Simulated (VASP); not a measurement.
# InSb (I-4m2) in VASP: notebook

InSb is run at these levels: LDA; tasks: electric field gradients.

All numbers are computed with VASP 6.6.1; they aren't measurements. Logs are shortened: lines on timing, memory, paths and dates and some standing lists are left out, and cuts for length are marked.

## 1. The cell of the first run

The structure is tetragonal, space group I-4m2 (No. 119). The conventional cell has a = 4.581 Å, b = 4.581 Å, c = 6.349 Å, α = 90.00°, β = 90.00°, γ = 90.00°. In (site symmetry -4m2) has 4 Sb at 2.79 Å within 3.7 Å. Sb (site symmetry -4m2) has 4 In at 2.79 Å within 3.7 Å.

## 2. Electric field gradients, LDA (zz strain of -2 %)

INCAR

```
PREC = Accurate ; ENCUT = 400
EDIFF = 1E-8 ; ISMEAR = -1
SIGMA = 0.03 ; LREAL = F
LASPH = T ; NELM = 120
ALGO = Normal ; ISIF = 2
LWAVE = F ; LCHARG = F
GGA = CA ; LEFG = T
NBANDS = 16 ; GGA_COMPAT = F
```

KPOINTS

```
Automatic mesh
0
Gamma
  10 10 10
```

POSCAR

```
InSb
1.0
    0.0000000000      3.2391000000      3.1743180000
    3.2391000000      0.0000000000      3.1743180000
    3.2391000000      3.2391000000      0.0000000000
In Sb
1 1
Direct
    0.0000000000      0.0000000000      0.0000000000
    0.7500000000      0.7500000000      0.7500000000
```

Potentials or basis: VASP PAW LDA potentials, release 64 (In_d, Sb).

The run is started by

```sh
$ cat potpaw_LDA.64/In_d/POTCAR potpaw_LDA.64/Sb/POTCAR > POTCAR
$ mpirun -np 1 vasp_std > vasp.out
```

OUTCAR:

```text
PREC = Accurate
   ENCUT = 400
   EDIFF = 1E-8
   ISMEAR = -1
   LREAL = F
   LASPH = T
   NELM = 120
   ISIF = 2
   GGA = CA

 ion  position               nearest neighbor table
   1  0.000  0.000  0.000-   2 2.79   2 2.79   2 2.79   2 2.79
   2  0.750  0.750  0.750-   1 2.79   1 2.79   1 2.79   1 2.79

  LATTYP: Found a body centered tetragonal cell.
 ALAT       =     4.5807791499
 C/A-ratio  =     1.3859292911

  Lattice vectors:

 A1 = (   0.0000000000,  -3.2391000000,  -3.1743180000)
 A2 = (   0.0000000000,   3.2391000000,  -3.1743180000)
 A3 = (   3.2391000000,   0.0000000000,   3.1743180000)

Analysis of symmetry for initial positions (statically):
=====================================================================
 Subroutine PRICEL returns:
 Original cell was already a primitive cell.

 Routine SETGRP: Setting up the symmetry group for a
 body centered tetragonal supercell.

 Subroutine GETGRP returns: Found  8 space group operations
 (whereof  8 operations were pure point group operations)
 out of a pool of 16 trial point group operations.

The static configuration has the point symmetry D_2d.

Analysis of symmetry for dynamics (positions and initial velocities):
=====================================================================
 Subroutine PRICEL returns:
 Original cell was already a primitive cell.

 Routine SETGRP: Setting up the symmetry group for a
 body centered tetragonal supercell.

 Subroutine GETGRP returns: Found  8 space group operations
 (whereof  8 operations were pure point group operations)
 out of a pool of 16 trial point group operations.

The dynamic configuration has the point symmetry D_2d.

 Subroutine INISYM returns: Found  8 space group operations
 (whereof  8 operations are pure point group operations),
 and found     1 'primitive' translations

----------------------------------------------------------------------------------------

                                     Primitive cell

  volume of cell :      66.6084

  direct lattice vectors                    reciprocal lattice vectors
     0.000000000  3.239100000  3.174318000    -0.154363867  0.154363867  0.157514149
     3.239100000  0.000000000  3.174318000     0.154363867 -0.154363867  0.157514149
     3.239100000  3.239100000  0.000000000     0.154363867  0.154363867 -0.157514149

  length of vectors
     4.535202705  4.535202705  4.580779150     0.269197165  0.269197165  0.269197165

  position of ions in fractional coordinates (direct lattice)
     0.000000000  0.000000000  0.000000000
     0.750000000  0.750000000  0.750000000

  ion indices of the primitive-cell ions
   primitive index   ion index
                 1           1
                 2           2

----------------------------------------------------------------------------------------

 KPOINTS: Automatic mesh

Automatic generation of k-mesh.
 Grid dimensions read from file:
 generate k-points for:   10   10   10

 Generating k-lattice:

  Cartesian coordinates                     Fractional coordinates (reciprocal lattice)
    -0.015436387  0.015436387  0.015751415     0.100000000  0.000000000  0.000000000
     0.015436387 -0.015436387  0.015751415     0.000000000  0.100000000  0.000000000
     0.015436387  0.015436387 -0.015751415    -0.000000000 -0.000000000  0.100000000

  Length of vectors
     0.026919717  0.026919717  0.026919717

  Shift w.r.t. Gamma in fractional coordinates (k-lattice)
     0.000000000  0.000000000  0.000000000

 Subroutine IBZKPT returns following result:
 ===========================================

 Found    102 irreducible k-points:

 Following reciprocal coordinates:
            Coordinates               Weight
  0.000000  0.000000  0.000000      1.000000
  0.100000  0.000000  0.000000      8.000000
  0.200000  0.000000  0.000000      8.000000
  0.300000 -0.000000  0.000000      8.000000
  0.400000 -0.000000  0.000000      8.000000
  0.500000  0.000000  0.000000      4.000000
[... 16 lines left out ...]
  0.300000  0.300000  0.000000      2.000000
  0.400000  0.300000  0.000000      8.000000
 [... further k-points ...]
   k-points           NKPTS =    102   k-points in BZ     NKDIM =    102   number of bands    NBANDS=     16
   number of dos      NEDOS =    301   number of ions     NIONS =      2
   total plane-waves  NPLWV =  27000
   dimension x,y,z NGX =    30 NGY =   30 NGZ =   30
   dimension x,y,z NGXF=    60 NGYF=   60 NGZF=   60
   ions per type =               1   1
   NGX,Y,Z   is equivalent  to a cutoff of  11.00, 11.00, 10.89 a.u.
   NGXF,Y,Z  is equivalent  to a cutoff of  21.99, 21.99, 21.78 a.u.
 SYSTEM =  unknown system
   PREC   = accura    normal or accurate (medium, high low for compatibility)
   ISTART =      0    job   : 0-new  1-cont  2-samecut
   ICHARG =      2    charge: 1-file 2-atom 10-const
   ISPIN  =      1    spin polarized calculation?
   LNONCOLLINEAR =      F non collinear calculations
   LSORBIT =      F    spin-orbit coupling
   LASPH  =      T    aspherical Exc in radial PAW
   ENCUT  =  400.0 eV  29.40 Ry    5.42 a.u.   7.40  7.40  7.47*2*pi/ulx,y,z
   NELM   =    120;   NELMIN=  2; NELMDL= -5     # of ELM steps
   EDIFF  = 0.1E-07   stopping-criterion for ELM
   LREAL  =      F    real-space projection
   EDIFFG = 0.1E-06   stopping-criterion for IOM
   NSW    =      0    number of steps for IOM
   IBRION =     -1    ionic relax: 0-MD 1-quasi-New 2-CG
   NFREE  =      0    steps in history (QN), initial steepest desc. (CG)
   ISIF   =      2    stress and relaxation
   ISYM   =      2    0-nonsym 1-usesym 2-fastsym
   POTIM  = 0.5000    time-step for ionic-motion
   TEBEG  =    0.0;   TEEND  =   0.0 temperature during run
   PSTRESS=    0.0 pullay stress
   NELECT =      18.0000    total number of electrons
   NUPDOWN=      -1.0000    fix difference up-down
   EMIN   =  10.00;   EMAX   =-10.00  energy-range for DOS
   EFERMI =   0.00;   METHOD = LEGACY
   ISMEAR =    -1;   SIGMA  =   0.03  broadening in eV -4-tet -1-fermi 0-gaus
   EFERMI_NEDOS =   21; number of points for ismear=-14 and -15
   IALGO  =     38    algorithm
   IMIX   =      4    mixing-type and parameters
     AMIX     =   0.40;   BMIX     =  1.00
     AMIX_MAG =   1.60;   BMIX_MAG =  1.00
  volume/ion in A,a.u.               =      33.30       224.75
  Fermi-wavevector in a.u.,A,eV,Ry     =   1.058415  2.000114 15.241820  1.120242
  Thomas-Fermi vector in A             =   2.193723
   LORBIT       =      0    0 simple, 1 ext, 2 COOP (PROOUT), +10 PAW based schemes
   GGA     = CA    functional components
   LHFCALC =     F    Hartree Fock is set to
   AEXX    =    0.0000 exact exchange contribution
   IVDW    =     0    specifies the selected vdW correction
   LEPSILON=     F    determine dielectric tensor
   LRPA    =     F    only Hartree local field effects (RPA)
 non-spin polarized calculation
  energy-cutoff  :      400.00
  volume of cell :       66.61
 maximum number of plane-waves:      1235
 NGX is ok and might be reduce to    30
   NGX = 15   NGY = 15   NGZ = 15

 number of electron      18.0000010 magnetization

 Free energy of the ion-electron system (eV)
  ---------------------------------------------------
  ext. energy  EPLUGINS =         0.00000000
  ---------------------------------------------------
  free energy    TOTEN  =        -8.21313744 eV

  energy without entropy =       -8.21303346  energy(sigma->0) =       -8.21308545

 E-fermi :   5.1476     XC(G=0):  -9.0790

 val. band max:        5.0783261535   @ k =   0.0000   0.0000   0.0000
 cond. band min:       5.1779403111   @ k =   0.0000   0.0000   0.0000
 fundamental gap:      0.0996141576
 Fermi energy:         5.1476360044

 k-point     1 :       0.0000    0.0000    0.0000
  band No.  band energies     occupation
      1      -9.4937      2.00000
      2      -9.4937      2.00000
      3      -9.4902      2.00000
      4      -9.4003      2.00000
      5      -9.3985      2.00000
      6      -5.7929      2.00000
[... 8 lines left out ...]
     15      13.2642      0.00000
     16      13.5468      0.00000

 k-point     2 :       0.1000    0.0000    0.0000
  band No.  band energies     occupation
      1      -9.4981      2.00000
      2      -9.4914      2.00000
      3      -9.4888      2.00000
      4      -9.4006      2.00000
      5      -9.3987      2.00000
      6      -5.6987      2.00000
[... 8 lines left out ...]
     15      12.6213      0.00000
     16      12.8125      0.00000
[... 387 lines left out ...]
      5      -9.3916      2.00000
      6      -4.7153      2.00000
[... 8 lines left out ...]
     15      14.1674      0.00000
     16      14.8340      0.00000

 k-point    24 :       0.4000    0.3000    0.0000
  band No.  band energies     occupation
      1      -9.5646      2.00000
      2      -9.4567      2.00000
      3      -9.4558      2.00000
      4      -9.4171      2.00000
      5      -9.3906      2.00000
      6      -4.3495      2.00000
[... 8 lines left out ...]
     15      14.6591      0.00000
     16      15.2304      0.00000

 [... further k-points ...]
[... 5 lines left out ...]
  --------------------------------------------------------------------------------------
  -------------------------------------------------------------------------------------
  Total        0.0925879      0.0925879      0.3261385      0.0000000      0.0000000      0.0000000
  in kB        2.2270781      2.2270781      7.8448294      0.0000000      0.0000000      0.0000000
  external PRESSURE =       4.0996618 kB  Pullay stress =       0.0000000 kB

 VOLUME and BASIS-vectors are now :
 -----------------------------------------------------------------------------
  energy-cutoff  :      400.00
  volume of cell :       66.61
      direct lattice vectors                 reciprocal lattice vectors
     0.000000000  3.239100000  3.174318000    -0.154363867  0.154363867  0.157514149
     3.239100000  0.000000000  3.174318000     0.154363867 -0.154363867  0.157514149
     3.239100000  3.239100000  0.000000000     0.154363867  0.154363867 -0.157514149

 POSITION                                       TOTAL-FORCE (eV/Angst)
 -----------------------------------------------------------------------------------
      0.00000      0.00000      0.00000         0.000000      0.000000      0.000000
      4.85865      4.85865      4.76148        -0.000000     -0.000000     -0.000000
 -----------------------------------------------------------------------------------
    total drift:                               -0.000000     -0.000000     -0.000001

  FREE ENERGIE OF THE ION-ELECTRON SYSTEM (eV)
  ---------------------------------------------------
  free  energy   TOTEN  =        -8.2131374382 eV

  energy  without entropy=       -8.2130334606  energy(sigma->0) =       -8.21308545

 Electric field gradients (V/A^2)
---------------------------------------------------------------------
 ion       V_xx      V_yy      V_zz      V_xy      V_xz      V_yz
---------------------------------------------------------------------
   1      -2.914    -2.914     5.829    -0.000     0.001     0.001
   2       2.110     2.110    -4.219     0.000     0.000     0.000
---------------------------------------------------------------------

 Electric field gradients after diagonalization (V/A^2)
 (convention: |V_zz| > |V_xx| > |V_yy|)
----------------------------------------------------------------------
 ion       V_xx      V_yy      V_zz     asymmetry (V_yy - V_xx)/ V_zz
----------------------------------------------------------------------
   1      -2.914    -2.914     5.829       0.000
   2       2.110     2.109    -4.219       0.000
----------------------------------------------------------------------

           NMR quadrupolar parameters

 Cq : quadrupolar parameter    Cq=e*Q*V_zz/h
 eta: asymmetry parameters     (V_yy - V_xx)/ V_zz
 Q  : nuclear electric quadrupole moment in mb (millibarn)
----------------------------------------------------------------------
 ion       Cq(MHz)       eta       Q (mb)
----------------------------------------------------------------------
   1       0.014       0.000       1.000
   2      -0.010       0.000       1.000
----------------------------------------------------------------------
```

Wall time 2 min (1 thread of Intel Xeon 8259CL, shared host); peak memory 0.2 GiB.

What came out:

* Free energy: -8.2131 eV
* Pressure: 0.4 GPa
* Band gap on the k mesh: 0.10 eV
* Largest electric field gradient by atom: In +5.8; Sb -4.2 V/Å²

Levels at points of the mesh, in eV from the valence-band top:
| k point | band 5 | band 6 | band 7 | band 8 | band 9 | band 10 | band 11 | band 12 | band 13 | band 14 |
| --- | --- | --- | --- | --- | --- | --- | --- | --- | --- | --- |
| (0.00, 0.00, 0.00) | -14.48 | -10.87 | -0.22 | 0.00 | 0.00 | 0.10 | 2.91 | 2.96 | 2.96 | 5.59 |
| (0.50, 0.00, 0.00) | -14.47 | -9.45 | -5.74 | -1.08 | -0.95 | 0.49 | 3.75 | 3.86 | 5.97 | 8.26 |
| (0.50, 0.50, 0.00) | -14.47 | -8.77 | -5.97 | -2.38 | -2.38 | 1.17 | 1.18 | 8.21 | 8.21 | 8.89 |
| (0.50, 0.00, 0.50) | -14.47 | -8.83 | -6.06 | -2.28 | -2.27 | 1.28 | 1.32 | 8.14 | 8.21 | 8.77 |

Electric field gradients, principal values (V/Å²):
| atom | least | middle | greatest (by size) |
| --- | --- | --- | --- |
| 1 In | -2.914 | -2.914 | 5.829 |
| 2 Sb | 2.109 | 2.110 | -4.219 |

Caveat: the cell differs from its parent crystal (zz strain of -2 %); semilocal functionals underestimate gaps, and a narrow one can read as zero; without QUAD_EFG the Cq values of the log hold for a quadrupole moment of 1 mb, not for the nuclei; spin-orbit coupling is left out, which moves the levels of the heavy elements.

## 3. Electric field gradients, LDA (zz strain of -2 %)

INCAR

```
SYSTEM = InSb
  PREC = Accurate
  ENCUT = 400
  EDIFF = 1E-8
  ISMEAR = -1
  SIGMA = 0.03
  LREAL = .FALSE.
  LASPH = .TRUE.
  NELM = 120
  ALGO = Normal
  ISIF = 2
  LWAVE = .FALSE.
  LCHARG = .FALSE.
  LEFG = .TRUE.
  NBANDS = 16
  GGA_COMPAT = .FALSE.
```

KPOINTS

```
Automatic mesh
0
G
  10 10 10
  0 0 0
```

POSCAR is that of step 2.

Potentials or basis: VASP PAW LDA potentials, release 64 (In_d, Sb).

The run is started by

```sh
$ cat potpaw_LDA.64/In_d/POTCAR potpaw_LDA.64/Sb/POTCAR > POTCAR
$ mpirun -np 1 vasp_std > vasp.out
```

OUTCAR:

```text
SYSTEM = InSb
   PREC = Accurate
   ENCUT = 400
   EDIFF = 1E-8
   ISMEAR = -1
   LREAL = .FALSE.
   LASPH = .TRUE.
   NELM = 120
   ISIF = 2

 ion  position               nearest neighbor table
   1  0.000  0.000  0.000-   2 2.79   2 2.79   2 2.79   2 2.79
   2  0.750  0.750  0.750-   1 2.79   1 2.79   1 2.79   1 2.79

  LATTYP: Found a body centered tetragonal cell.
 ALAT       =     4.5807791499
 C/A-ratio  =     1.3859292911

  Lattice vectors:

 A1 = (   0.0000000000,  -3.2391000000,  -3.1743180000)
 A2 = (   0.0000000000,   3.2391000000,  -3.1743180000)
 A3 = (   3.2391000000,   0.0000000000,   3.1743180000)

Analysis of symmetry for initial positions (statically):
=====================================================================
 Subroutine PRICEL returns:
 Original cell was already a primitive cell.

 Routine SETGRP: Setting up the symmetry group for a
[... 645 lines left out ...]
  energy-cutoff  :      400.00
  volume of cell :       66.61
      direct lattice vectors                 reciprocal lattice vectors
     0.000000000  3.239100000  3.174318000    -0.154363867  0.154363867  0.157514149
     3.239100000  0.000000000  3.174318000     0.154363867 -0.154363867  0.157514149
     3.239100000  3.239100000  0.000000000     0.154363867  0.154363867 -0.157514149

 POSITION                                       TOTAL-FORCE (eV/Angst)
 -----------------------------------------------------------------------------------
      0.00000      0.00000      0.00000         0.000000      0.000000      0.000000
      4.85865      4.85865      4.76148        -0.000000     -0.000000     -0.000000
 -----------------------------------------------------------------------------------
    total drift:                               -0.000000     -0.000000     -0.000001

  FREE ENERGIE OF THE ION-ELECTRON SYSTEM (eV)
  ---------------------------------------------------
  free  energy   TOTEN  =        -8.2131374382 eV

  energy  without entropy=       -8.2130334606  energy(sigma->0) =       -8.21308545

 Electric field gradients (V/A^2)
---------------------------------------------------------------------
 ion       V_xx      V_yy      V_zz      V_xy      V_xz      V_yz
---------------------------------------------------------------------
   1      -2.914    -2.914     5.829    -0.000     0.001     0.001
   2       2.110     2.110    -4.219     0.000     0.000     0.000
---------------------------------------------------------------------

 Electric field gradients after diagonalization (V/A^2)
 (convention: |V_zz| > |V_xx| > |V_yy|)
----------------------------------------------------------------------
 ion       V_xx      V_yy      V_zz     asymmetry (V_yy - V_xx)/ V_zz
----------------------------------------------------------------------
   1      -2.914    -2.914     5.829       0.000
   2       2.110     2.109    -4.219       0.000
----------------------------------------------------------------------

           NMR quadrupolar parameters

 Cq : quadrupolar parameter    Cq=e*Q*V_zz/h
 eta: asymmetry parameters     (V_yy - V_xx)/ V_zz
 Q  : nuclear electric quadrupole moment in mb (millibarn)
----------------------------------------------------------------------
 ion       Cq(MHz)       eta       Q (mb)
----------------------------------------------------------------------
   1       0.014       0.000       1.000
   2      -0.010       0.000       1.000
----------------------------------------------------------------------
```

OSZICAR:

```text
N       E                     dE             d eps       ncg     rms          rms(c)
DAV:   1     0.106804767915E+03    0.10680E+03   -0.68394E+03  3264   0.937E+02
DAV:   2    -0.154488096803E+01   -0.10835E+03   -0.10504E+03  3824   0.256E+02
DAV:   3    -0.817796136777E+01   -0.66331E+01   -0.66159E+01  4056   0.688E+01
DAV:   4    -0.836568289332E+01   -0.18772E+00   -0.18769E+00  4168   0.136E+01
DAV:   5    -0.837583606183E+01   -0.10153E-01   -0.10153E-01  4824   0.253E+00    0.447E+00
DAV:   6    -0.824654496448E+01    0.12929E+00   -0.15379E-01  4704   0.616E+00    0.252E+00
DAV:   7    -0.821476673497E+01    0.31778E-01   -0.69858E-02  4600   0.246E+00    0.548E-01
DAV:   8    -0.821306046093E+01    0.17063E-02   -0.72163E-03  4312   0.999E-01    0.310E-01
DAV:   9    -0.821315225006E+01   -0.91789E-04   -0.68131E-04  4144   0.236E-01    0.877E-02
DAV:  10    -0.821313397276E+01    0.18277E-04   -0.44142E-05  3840   0.506E-02    0.343E-02
DAV:  11    -0.821313761018E+01   -0.36374E-05   -0.10246E-05  4160   0.408E-02    0.227E-02
DAV:  12    -0.821313743639E+01    0.17379E-06   -0.81166E-07  4576   0.980E-03    0.582E-03
DAV:  13    -0.821313744361E+01   -0.72268E-08   -0.12879E-07  4168   0.335E-03    0.270E-03
DAV:  14    -0.821313743818E+01    0.54347E-08   -0.12448E-08  3360   0.137E-03
   1 F= -.82131374E+01 E0= -.82130854E+01  d E =-.103978E-03
```

Run time: 2 min. Hardware: 1 thread of Intel Xeon 8259CL, shared host; peak memory 0.2 GiB.

Results:

```yaml
Free_energy: -8.2131 eV
Pressure: 0.4 GPa
Band_gap_on_the_k_mesh: 0.10 eV
Largest_electric_field_gradient_by_atom: In +5.8; Sb -4.2 V/Å²
```

Levels at points of the mesh, in eV from the valence-band top:
| k point | band 6 | band 7 | band 8 | band 9 | band 10 | band 11 | band 12 | band 13 |
| --- | --- | --- | --- | --- | --- | --- | --- | --- |
| (0.00, 0.00, 0.00) | -10.87 | -0.22 | 0.00 | 0.00 | 0.10 | 2.91 | 2.96 | 2.96 |
| (0.50, 0.00, 0.00) | -9.45 | -5.74 | -1.08 | -0.95 | 0.49 | 3.75 | 3.86 | 5.97 |
| (0.50, 0.50, 0.00) | -8.77 | -5.97 | -2.38 | -2.38 | 1.17 | 1.18 | 8.21 | 8.21 |
| (0.50, 0.00, 0.50) | -8.83 | -6.06 | -2.28 | -2.27 | 1.28 | 1.32 | 8.14 | 8.21 |

Electric field gradients, principal values (V/Å²):
```csv
atom,least,middle,greatest (by size)
1 In,-2.914,-2.914,5.829
2 Sb,2.109,2.110,-4.219
```

Caveat: the cell differs from its parent crystal (zz strain of -2 %); semilocal functionals underestimate gaps, and a narrow one can read as zero; without QUAD_EFG the Cq values of the log hold for a quadrupole moment of 1 mb, not for the nuclei; spin-orbit coupling is left out, which moves the levels of the heavy elements. A k mesh can miss the band edges.

[end of part 1 of 2]
